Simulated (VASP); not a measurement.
Rh, 2 atoms in the cell. The structure is hexagonal, space group P6_3/mmc (No. 194). The conventional cell has a = 2.725 Å, b = 2.725 Å, c = 4.385 Å, α = 90.00°, β = 90.00°, γ = 120.00°. Within 3.6 Å of Rh (site symmetry -6m2) lie 12 Rh at 2.70 to 2.72 Å. 

```yaml
Program: VASP 6.6.1
Task: single point
Functional: PBE
Potentials_or_basis: VASP PAW PBE potentials, release 64 (Rh_pv)
Cutoff: 500 eV
k_mesh: 18 × 18 × 10
Occupations: gaussian, width 0.1 eV
Spin: no spin polarisation
Dipole_correction: no
Further_INCAR_settings: ALGO = Normal; EDIFF = 1e-06; NBANDS = 22
```

Potentials or basis: VASP PAW PBE potentials, release 64 (Rh_pv).

Launch:

```bash
$ cat potpaw_PBE.64/Rh_pv/POTCAR > POTCAR
$ mpirun -np 1 vasp_std > vasp.out
```

Hardware: 1 thread of AMD EPYC 7R13 (shared host).

Question: Estimate the wall time of this run.

Answer: It took 2.1 min on 1 thread of AMD EPYC 7R13 (shared host), peak memory 0.18 GiB. Counts: scf iterations 11, k points 222.
